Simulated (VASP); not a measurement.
# Co (P6_3/mmc) in VASP: a series of runs, part 2 of 2

VASP 6.6.1. The steps go on from the part before.

## (5) Single point, PBE

This run uses another cell than the first one, of 10.37 Å³/atom.

Contents of INCAR:

```
SYSTEM = Co
PREC = Accurate
ENCUT = 690
EDIFF = 1E-6
ISMEAR = -1
SIGMA = 0.1
LREAL = .False.
LASPH = .True.
NELM = 120
ALGO = Normal
ISIF = 2
LWAVE = .False.
LCHARG = .False.
GGA = PE
NBANDS = 24
GGA_COMPAT = .False.
```

Contents of KPOINTS:

```
regular mesh
0
Gamma
  7 7 4
  0 0 0
```

Contents of POSCAR:

```
Co
1.0
    2.4583936733      0.0000000000      0.0000000000
   -1.2291968366      2.1290313736      0.0000000000
    0.0000000000      0.0000000000      3.9606917934
Co
2
Direct
    0.3333333333      0.6666666667      0.2500000000
    0.6666666667      0.3333333333      0.7500000000
```

Potentials or basis: VASP PAW PBE potentials, release 64 (Co_sv).

Command:

```console
> cat potpaw_PBE.64/Co_sv/POTCAR > POTCAR
> mpirun -np 1 vasp_std > vasp.out
```

OUTCAR:

```text
SYSTEM = Co
   PREC = Accurate
   ENCUT = 690
   EDIFF = 1E-6
   ISMEAR = -1
   LREAL = .False.
   LASPH = .True.
   NELM = 120
   ISIF = 2
   GGA = PE

 ion  position               nearest neighbor table
   1  0.333  0.667  0.250-   2 2.44   2 2.44   2 2.44   2 2.44   2 2.44   2 2.44
   2  0.667  0.333  0.750-   1 2.44   1 2.44   1 2.44   1 2.44   1 2.44   1 2.44

  LATTYP: Found a hexagonal cell.
 ALAT       =     2.4583936733
 C/A-ratio  =     1.6110893208

  Lattice vectors:

 A1 = (   2.4583936733,   0.0000000000,   0.0000000000)
 A2 = (  -1.2291968366,   2.1290313736,   0.0000000000)
 A3 = (   0.0000000000,   0.0000000000,   3.9606917934)

Analysis of symmetry for initial positions (statically):
=====================================================================
 Subroutine PRICEL returns:
 Original cell was already a primitive cell.

 Routine SETGRP: Setting up the symmetry group for a
 hexagonal supercell.

 Subroutine GETGRP returns: Found 24 space group operations
 (whereof 12 operations were pure point group operations)
 out of a pool of 24 trial point group operations.

The static configuration has the point symmetry D_3d.
 The point group associated with its full space group is D_6h.

Analysis of symmetry for dynamics (positions and initial velocities):
=====================================================================
 Subroutine PRICEL returns:
 Original cell was already a primitive cell.

 Routine SETGRP: Setting up the symmetry group for a
 hexagonal supercell.

 Subroutine GETGRP returns: Found 24 space group operations
 (whereof 12 operations were pure point group operations)
 out of a pool of 24 trial point group operations.

The dynamic configuration has the point symmetry D_3d.
 The point group associated with its full space group is D_6h.

 Subroutine INISYM returns: Found 24 space group operations
 (whereof 12 operations are pure point group operations),
 and found     1 'primitive' translations

[... 109 lines left out ...]
   EFERMI_NEDOS =   21; number of points for ismear=-14 and -15
   IALGO  =     38    algorithm
   IMIX   =      4    mixing-type and parameters
     AMIX     =   0.40;   BMIX     =  1.00
     AMIX_MAG =   1.60;   BMIX_MAG =  1.00
  volume/ion in A,a.u.               =      10.37        69.95
  Fermi-wavevector in a.u.,A,eV,Ry     =   1.930633  3.648366 50.713567  3.727342
  Thomas-Fermi vector in A             =   2.962809
   LORBIT       =      0    0 simple, 1 ext, 2 COOP (PROOUT), +10 PAW based schemes
   GGA     = PE    functional components
   LHFCALC =     F    Hartree Fock is set to
   AEXX    =    0.0000 exact exchange contribution
   IVDW    =     0    specifies the selected vdW correction
   LEPSILON=     F    determine dielectric tensor
   LRPA    =     F    only Hartree local field effects (RPA)
 non-spin polarized calculation
  energy-cutoff  :      690.00
  volume of cell :       20.73
 maximum number of plane-waves:       864
 NGX is ok and might be reduce to    24
   NGX = 11   NGY = 11   NGZ = 17

 number of electron      34.0000006 magnetization

 Free energy of the ion-electron system (eV)
  ---------------------------------------------------
  ext. energy  EPLUGINS =         0.00000000
  ---------------------------------------------------
  free energy    TOTEN  =       -13.92224411 eV

  energy without entropy =      -13.76908442  energy(sigma->0) =      -13.84566426

 E-fermi :  12.7014     XC(G=0): -14.2065

 val. band max:       12.5885972029   @ k =   0.2857   0.2857   0.2500
 cond. band min:      12.7137289828   @ k =   0.1429   0.0000   0.5000
 fundamental gap:      0.1251317799
 Fermi energy:        12.7014397159

 k-point     1 :       0.0000    0.0000    0.0000
  band No.  band energies     occupation
      1     -82.4750      2.00000
      2     -82.4027      2.00000
      3     -45.9169      2.00000
      4     -45.5829      2.00000
      5     -45.5829      2.00000
      6     -45.5242      2.00000
[... 637 lines left out ...]
     23      23.7621      0.00000
     24      23.7621      0.00000

------------------------ aborting loop because EDIFF is reached ----------------------------------------

  FORCE on cell =-STRESS in cart. coord.  units (eV):
  Direction    XX          YY          ZZ          XY          YZ          ZX
  --------------------------------------------------------------------------------------
  -------------------------------------------------------------------------------------
  Total       -0.3996784     -0.3996784     -0.0027500     -0.0000000     -0.0000000     -0.0000000
  in kB      -30.8899170    -30.8899170     -0.2125376     -0.0000000     -0.0000000     -0.0000000
  external PRESSURE =     -20.6641239 kB  Pullay stress =       0.0000000 kB

 VOLUME and BASIS-vectors are now :
 -----------------------------------------------------------------------------
  energy-cutoff  :      690.00
  volume of cell :       20.73
      direct lattice vectors                 reciprocal lattice vectors
     2.458393673  0.000000000  0.000000000     0.406769677  0.234848582  0.000000000
    -1.229196837  2.129031374  0.000000000     0.000000000  0.469697165  0.000000000
     0.000000000  0.000000000  3.960691793     0.000000000  0.000000000  0.252481145

 POSITION                                       TOTAL-FORCE (eV/Angst)
 -----------------------------------------------------------------------------------
     -0.00000      1.41935      0.99017         0.000000     -0.000000      0.000000
      1.22920      0.70968      2.97052        -0.000000      0.000000      0.000000
 -----------------------------------------------------------------------------------
    total drift:                               -0.000000      0.000000     -0.000000

  FREE ENERGIE OF THE ION-ELECTRON SYSTEM (eV)
  ---------------------------------------------------
  free  energy   TOTEN  =       -13.9222441086 eV

  energy  without entropy=      -13.7690844189  energy(sigma->0) =      -13.84566426
```

stdout:

```text
POSCAR found type information on POSCAR Co
 POSCAR found :  1 types and       2 ions
 scaLAPACK will be used
 LDA part: xc-table for (Slater+PW92), standard interpolation
 POSCAR, INCAR and KPOINTS ok, starting setup
 FFT: planning ... GRIDC
 FFT: planning ... GRID_SOFT
 FFT: planning ... GRID
 WAVECAR not read
 entering main loop
```

It took 22 s on 1 thread of AMD EPYC 7R13 (Zen 3), shared host; peak memory 0.12 GiB.

Results:

```
Free energy            : -13.9222 eV
Pressure               : -2.1 GPa
Band gap on the k mesh : zero (bands 17 and 18 overlap by 1.50 eV)
```

Caveat: the k points lie up to 0.42 Å⁻¹ apart, too coarse for converged energies and pressures of a metal; the run has no spin polarisation, though such a crystal can be magnetic. Spin polarisation is off, so any magnetic state and its effect on volume and gap are missing.

## (6) Single point, PBE, collinear spin, ferromagnetic start

Contents of INCAR:

```
PREC = Accurate
ENCUT = 690
EDIFF = 1E-6
ISMEAR = -1
SIGMA = 0.05
LREAL = False
LASPH = True
NELM = 200
ALGO = Normal
ISIF = 2
LWAVE = False
LCHARG = False
ISPIN = 2
MAGMOM = 1.69 1.69
LORBIT = 11
LMAXMIX = 4
GGA = PE
NBANDS = 28
GGA_COMPAT = False
```

Contents of KPOINTS:

```
regular mesh
0
Gamma
  7 7 4
```

Contents of POSCAR:

```
Co
1.0
    2.4935221926      0.0000000000      0.0000000000
   -1.2467610963      2.1594535637      0.0000000000
    0.0000000000      0.0000000000      4.0277844638
Co
2
Direct
    0.3333333333      0.6666666667      0.2500000000
    0.6666666667      0.3333333333      0.7500000000
```

Potentials or basis: VASP PAW PBE potentials, release 64 (Co_sv).

Command:

```console
> cat potpaw_PBE.64/Co_sv/POTCAR > POTCAR
> mpirun -np 1 vasp_std > vasp.out
```

It took 35 s on 1 thread of Intel Xeon Platinum 8375C at 2.90GHz (Ice Lake), shared host; peak memory 0.17 GiB.

Results (log left out):

```
Free energy                                           : -14.2199 eV
Pressure                                              : -1.8 GPa
Net moment                                            : 3.17 μB per cell
Site moments                                          : Co +1.66 μB
Valence electrons inside the program's atomic spheres : Co 15.06
```

Stress tensor (GPa, compression positive):
```
-1.85  0.00  0.00
 0.00 -1.85  0.00
 0.00  0.00 -1.55
```

Levels at points of the mesh, in eV from the Fermi level:
Spin up:
| k point | band 17 | band 18 | band 19 | band 20 | band 21 | band 22 |
| --- | --- | --- | --- | --- | --- | --- |
| (0.00, 0.00, 0.00) | -1.92 | -0.81 | -0.81 | -0.13 | 6.35 | 21.83 |
| (0.00, 0.00, 0.50) | -1.12 | -1.12 | -1.12 | -1.12 | 14.98 | 14.98 |
Spin down:
```tsv
k point	band 13	band 14	band 15	band 16	band 17	band 18	band 19	band 20
(0.00, 0.00, 0.00)	-0.97	-0.60	-0.60	-0.21	-0.17	-0.17	1.06	1.06
(0.00, 0.00, 0.50)	-1.04	-1.04	-1.04	-1.04	0.72	0.72	0.72	0.72
```

Caveat: the k points lie up to 0.42 Å⁻¹ apart.

## (7) Summary

| spin | cell | k mesh | smearing | gap on the mesh (eV) | pressure (GPa) | moment (μB) |
| --- | --- | --- | --- | --- | --- | --- |
| collinear, ferromagnetic start | a = 2.494, b = 2.494, c = 4.028 Å, angles 90.0, 90.0, 120.0°, 2 atoms | 4 × 4 × 2 | fermi-dirac 0.05 eV | none | 0.4 | 3.37 |
| off | a = 2.458, b = 2.458, c = 3.961 Å, angles 90.0, 90.0, 120.0°, 2 atoms | 2 × 2 × 2 | fermi-dirac 0.1 eV | none | 13.3 | - |
| collinear, ferromagnetic start | a = 2.494, b = 2.494, c = 4.028 Å, angles 90.0, 90.0, 120.0°, 2 atoms | 2 × 2 × 1 | fermi-dirac 0.05 eV | none | -1.9 | 2.57 |
| off | a = 2.458, b = 2.458, c = 3.961 Å, angles 90.0, 90.0, 120.0°, 2 atoms | 7 × 7 × 4 | fermi-dirac 0.1 eV | none | -2.1 | - |
| collinear, ferromagnetic start | a = 2.494, b = 2.494, c = 4.028 Å, angles 90.0, 90.0, 120.0°, 2 atoms | 7 × 7 × 4 | fermi-dirac 0.05 eV | none | -1.8 | 3.17 |

Alike in all rows: task single point; level PBE; potentials or basis VASP PAW PBE potentials, release 64 (Co_sv); cutoff (eV) 690.

Caveats: all runs use coarse meshes.

Absolute energies hang on the potentials; compare differences alone.

The gap in the log of VASP goes by the Fermi energy; the results here count the filled bands.